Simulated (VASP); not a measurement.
# Cd (P6_3/mmc) in VASP: single point with LDA

Aim: the single point of Cd with LDA.

Program: VASP 6.6.1. These are calculated values, not measurements. Logs are shortened: lines on timing, memory, paths and dates and some standing lists are left out, and cuts for length are marked.

## 1. The cell of the first run

It takes space group P6_3/mmc (No. 194, hexagonal). Conventional cell: a = 2.896 Å, b = 2.896 Å, c = 5.539 Å, α = 90.00°, β = 90.00°, γ = 120.00°. Within 3.8 Å of Cd (site symmetry -6m2) lie 12 Cd at 2.90 to 3.24 Å.

## 2. Single point, LDA

INCAR reads:

```
SYSTEM = Cd
ALGO = Normal
EDIFF = 1E-6
ENCUT = 540
GGA_COMPAT = .FALSE.
ISIF = 2
ISMEAR = 0
LASPH = .TRUE.
LCHARG = .FALSE.
LREAL = .FALSE.
LWAVE = .FALSE.
NBANDS = 27
NELM = 120
PREC = Accurate
SIGMA = 0.1
```

KPOINTS reads:

```
k-points
0
G
  18 18 8
  0 0 0
```

POSCAR reads:

```
Cd
1.0
    2.8955146210      0.0000000000      0.0000000000
   -1.4477573105      2.5075892188      0.0000000000
    0.0000000000      0.0000000000      5.5393408156
Cd
2
Direct
    0.3333333333      0.6666666667      0.2500000000
    0.6666666667      0.3333333333      0.7500000000
```

Potentials or basis: VASP PAW LDA potentials, release 64 (Cd_sv_GW).

Started as:

```
$ cat potpaw_LDA.64/Cd_sv_GW/POTCAR > POTCAR
$ mpirun -np 1 vasp_std > vasp.out
```

OUTCAR:

```text
SYSTEM = Cd
   EDIFF = 1E-6
   ENCUT = 540
   ISIF = 2
   ISMEAR = 0
   LASPH = .TRUE.
   LREAL = .FALSE.
   NELM = 120
   PREC = Accurate

 ion  position               nearest neighbor table
   1  0.333  0.667  0.250-
   2  0.667  0.333  0.750-

  LATTYP: Found a hexagonal cell.
 ALAT       =     2.8955146210
 C/A-ratio  =     1.9130764443

  Lattice vectors:

 A1 = (   2.8955146210,   0.0000000000,   0.0000000000)
 A2 = (  -1.4477573105,   2.5075892188,   0.0000000000)
 A3 = (   0.0000000000,   0.0000000000,   5.5393408156)

Analysis of symmetry for initial positions (statically):
=====================================================================
 Subroutine PRICEL returns:
 Original cell was already a primitive cell.

 Routine SETGRP: Setting up the symmetry group for a
 hexagonal supercell.

 Subroutine GETGRP returns: Found 24 space group operations
 (whereof 12 operations were pure point group operations)
 out of a pool of 24 trial point group operations.

The static configuration has the point symmetry D_3d.
 The point group associated with its full space group is D_6h.

Analysis of symmetry for dynamics (positions and initial velocities):
=====================================================================
 Subroutine PRICEL returns:
 Original cell was already a primitive cell.

 Routine SETGRP: Setting up the symmetry group for a
 hexagonal supercell.

 Subroutine GETGRP returns: Found 24 space group operations
 (whereof 12 operations were pure point group operations)
 out of a pool of 24 trial point group operations.

The dynamic configuration has the point symmetry D_3d.
 The point group associated with its full space group is D_6h.

 Subroutine INISYM returns: Found 24 space group operations
 (whereof 12 operations are pure point group operations),
 and found     1 'primitive' translations

----------------------------------------------------------------------------------------

                                     Primitive cell

  volume of cell :      40.2198

  direct lattice vectors                    reciprocal lattice vectors
     2.895514621  0.000000000  0.000000000     0.345361751  0.199394700  0.000000000
    -1.447757310  2.507589219  0.000000000     0.000000000  0.398789400  0.000000000
     0.000000000  0.000000000  5.539340816     0.000000000  0.000000000  0.180526895

  length of vectors
     2.895514621  2.895514621  5.539340816     0.398789400  0.398789400  0.180526895

  position of ions in fractional coordinates (direct lattice)
     0.333333333  0.666666667  0.250000000
     0.666666667  0.333333333  0.750000000

  ion indices of the primitive-cell ions
   primitive index   ion index
                 1           1
                 2           2

----------------------------------------------------------------------------------------

 KPOINTS: k-points

Automatic generation of k-mesh.
 Grid dimensions read from file:
 generate k-points for:   18   18    8

 Generating k-lattice:

  Cartesian coordinates                     Fractional coordinates (reciprocal lattice)
     0.019186764  0.011077483  0.000000000     0.055555556  0.000000000  0.000000000
     0.000000000  0.022154967  0.000000000     0.000000000  0.055555556  0.000000000
     0.000000000  0.000000000  0.022565862     0.000000000  0.000000000  0.125000000

  Length of vectors
     0.022154967  0.022154967  0.022565862

  Shift w.r.t. Gamma in fractional coordinates (k-lattice)
     0.000000000  0.000000000  0.000000000

 Subroutine IBZKPT returns following result:
 ===========================================

 Found    185 irreducible k-points:

 Following reciprocal coordinates:
            Coordinates               Weight
  0.000000  0.000000  0.000000      1.000000
  0.055556  0.000000  0.000000      6.000000
  0.111111  0.000000  0.000000      6.000000
  0.166667  0.000000  0.000000      6.000000
  0.222222 -0.000000  0.000000      6.000000
  0.277778  0.000000  0.000000      6.000000
[... 16 lines left out ...]
  0.333333  0.111111  0.000000     12.000000
  0.388889  0.111111  0.000000     12.000000
 [... further k-points ...]
   k-points           NKPTS =    185   k-points in BZ     NKDIM =    185   number of bands    NBANDS=     27
   number of dos      NEDOS =    301   number of ions     NIONS =      2
   total plane-waves  NPLWV =  24192
   dimension x,y,z NGX =    24 NGY =   24 NGZ =   42
   dimension x,y,z NGXF=    48 NGYF=   48 NGZF=   84
   ions per type =               2
   NGX,Y,Z   is equivalent  to a cutoff of  13.78, 13.78, 12.60 a.u.
   NGXF,Y,Z  is equivalent  to a cutoff of  27.56, 27.56, 25.21 a.u.
 SYSTEM =  Cd
   PREC   = accura    normal or accurate (medium, high low for compatibility)
   ISTART =      0    job   : 0-new  1-cont  2-samecut
   ICHARG =      2    charge: 1-file 2-atom 10-const
   ISPIN  =      1    spin polarized calculation?
   LNONCOLLINEAR =      F non collinear calculations
   LSORBIT =      F    spin-orbit coupling
   LASPH  =      T    aspherical Exc in radial PAW
   ENCUT  =  540.0 eV  39.69 Ry    6.30 a.u.   5.49  5.49 10.50*2*pi/ulx,y,z
   NELM   =    120;   NELMIN=  2; NELMDL= -5     # of ELM steps
   EDIFF  = 0.1E-05   stopping-criterion for ELM
   LREAL  =      F    real-space projection
   EDIFFG = 0.1E-04   stopping-criterion for IOM
   NSW    =      0    number of steps for IOM
   IBRION =     -1    ionic relax: 0-MD 1-quasi-New 2-CG
   NFREE  =      0    steps in history (QN), initial steepest desc. (CG)
   ISIF   =      2    stress and relaxation
   ISYM   =      2    0-nonsym 1-usesym 2-fastsym
   POTIM  = 0.5000    time-step for ionic-motion
   TEBEG  =    0.0;   TEEND  =   0.0 temperature during run
   PSTRESS=    0.0 pullay stress
   NELECT =      40.0000    total number of electrons
   NUPDOWN=      -1.0000    fix difference up-down
   EMIN   =  10.00;   EMAX   =-10.00  energy-range for DOS
   EFERMI =   0.00;   METHOD = LEGACY
   ISMEAR =     0;   SIGMA  =   0.10  broadening in eV -4-tet -1-fermi 0-gaus
   EFERMI_NEDOS =   21; number of points for ismear=-14 and -15
   IALGO  =     38    algorithm
   IMIX   =      4    mixing-type and parameters
     AMIX     =   0.40;   BMIX     =  1.00
     AMIX_MAG =   1.60;   BMIX_MAG =  1.00
  volume/ion in A,a.u.               =      20.11       135.71
  Fermi-wavevector in a.u.,A,eV,Ry     =   1.634110  3.088021 36.331869  2.670317
  Thomas-Fermi vector in A             =   2.725804
   LORBIT       =      0    0 simple, 1 ext, 2 COOP (PROOUT), +10 PAW based schemes
   GGA     = CA    functional components
   LHFCALC =     F    Hartree Fock is set to
   AEXX    =    0.0000 exact exchange contribution
   IVDW    =     0    specifies the selected vdW correction
   LEPSILON=     F    determine dielectric tensor
   LRPA    =     F    only Hartree local field effects (RPA)
 non-spin polarized calculation
 Gauss-broadening in eV      SIGMA  =   0.10
  energy-cutoff  :      540.00
  volume of cell :       40.22
 maximum number of plane-waves:      1184
 NGX is ok and might be reduce to    24
   NGX = 11   NGY = 11   NGZ = 21

 number of electron      40.0000019 magnetization

 Free energy of the ion-electron system (eV)
  ---------------------------------------------------
  ext. energy  EPLUGINS =         0.00000000
  ---------------------------------------------------
  free energy    TOTEN  =        -3.06089429 eV

  energy without entropy =       -3.05902244  energy(sigma->0) =       -3.05995836

 E-fermi :   7.0353     XC(G=0): -12.0721

 val. band max:        7.0147192530   @ k =   0.2222   0.0556   0.1250
 cond. band min:       7.0572128062   @ k =   0.3333   0.2778   0.5000
 fundamental gap:      0.0424935532
 Fermi energy:         7.0353014807

 k-point     1 :       0.0000    0.0000    0.0000
  band No.  band energies     occupation
      1     -95.6331      2.00000
      2     -95.6316      2.00000
      3     -57.0168      2.00000
      4     -56.9893      2.00000
      5     -56.9693      2.00000
      6     -56.9693      2.00000
[... 19 lines left out ...]
     26      22.5361      0.00000
     27      22.5363      0.00000

 k-point     2 :       0.0556    0.0000    0.0000
  band No.  band energies     occupation
      1     -95.6329      2.00000
      2     -95.6314      2.00000
      3     -57.0164      2.00000
      4     -56.9892      2.00000
      5     -56.9718      2.00000
      6     -56.9700      2.00000
[... 19 lines left out ...]
     26      22.2452      0.00000
     27      22.7795      0.00000

 k-point     3 :       0.1111    0.0000    0.0000
  band No.  band energies     occupation
      1     -95.6323      2.00000
      2     -95.6309      2.00000
      3     -57.0151      2.00000
      4     -56.9892      2.00000
      5     -56.9786      2.00000
      6     -56.9754      2.00000
[... 19 lines left out ...]
     26      22.1440      0.00000
     27      22.9897      0.00000

 k-point     4 :       0.1667    0.0000    0.0000
  band No.  band energies     occupation
      1     -95.6313      2.00000
      2     -95.6301      2.00000
      3     -57.0131      2.00000
      4     -56.9886      2.00000
      5     -56.9884      2.00000
      6     -56.9853      2.00000
[... 19 lines left out ...]
     26      21.2544      0.00000
     27      21.4835      0.00000
[... 516 lines left out ...]
      4     -57.0237      2.00000
      5     -57.0039      2.00000
      6     -56.9893      2.00000
[... 19 lines left out ...]
     26      19.2289      0.00000
     27      19.4941      0.00000

 k-point    23 :       0.3333    0.1111    0.0000
  band No.  band energies     occupation
      1     -95.6266      2.00000
      2     -95.6259      2.00000
      3     -57.0346      2.00000
      4     -57.0321      2.00000
      5     -57.0013      2.00000
      6     -56.9919      2.00000
[... 19 lines left out ...]
     26      18.7042      0.00000
     27      19.1466      0.00000

 k-point    24 :       0.3889    0.1111    0.0000
  band No.  band energies     occupation
      1     -95.6259      2.00000
      2     -95.6254      2.00000
      3     -57.0403      2.00000
      4     -57.0376      2.00000
      5     -56.9991      2.00000
      6     -56.9945      2.00000
[... 19 lines left out ...]
     26      18.3665      0.00000
     27      18.9343      0.00000

 [... further k-points ...]

------------------------ aborting loop because EDIFF is reached ----------------------------------------

  FORCE on cell =-STRESS in cart. coord.  units (eV):
  Direction    XX          YY          ZZ          XY          YZ          ZX
  --------------------------------------------------------------------------------------
  -------------------------------------------------------------------------------------
  Total       -0.5338856     -0.5338856     -0.5882133      0.0000000     -0.0000000     -0.0000000
  in kB      -21.2676041    -21.2676041    -23.4317742      0.0000000     -0.0000000     -0.0000000
  external PRESSURE =     -21.9889941 kB  Pullay stress =       0.0000000 kB

 VOLUME and BASIS-vectors are now :
 -----------------------------------------------------------------------------
  energy-cutoff  :      540.00
  volume of cell :       40.22
      direct lattice vectors                 reciprocal lattice vectors
     2.895514621  0.000000000  0.000000000     0.345361751  0.199394700  0.000000000
    -1.447757310  2.507589219  0.000000000     0.000000000  0.398789400  0.000000000
     0.000000000  0.000000000  5.539340816     0.000000000  0.000000000  0.180526895

 POSITION                                       TOTAL-FORCE (eV/Angst)
 -----------------------------------------------------------------------------------
     -0.00000      1.67173      1.38484        -0.000000      0.000000      0.000000
      1.44776      0.83586      4.15451         0.000000     -0.000000      0.000000
 -----------------------------------------------------------------------------------
    total drift:                               -0.000000      0.000000      0.000000

  FREE ENERGIE OF THE ION-ELECTRON SYSTEM (eV)
  ---------------------------------------------------
  free  energy   TOTEN  =        -3.0608942895 eV

  energy  without entropy=       -3.0590224389  energy(sigma->0) =       -3.05995836
```

It took 2 min on 1 thread of Intel Xeon Platinum 8259CL at 2.50GHz (Skylake/Cascade Lake), shared host; peak memory 0.31 GiB.

Results:

```yaml
Free_energy: -3.0609 eV
Pressure: -2.2 GPa
Band_gap_on_the_k_mesh: zero (bands 20 and 21 overlap by 4.84 eV)
```

Stress tensor (GPa, compression positive):
```
-2.13  0.00  0.00
 0.00 -2.13  0.00
 0.00  0.00 -2.34
```
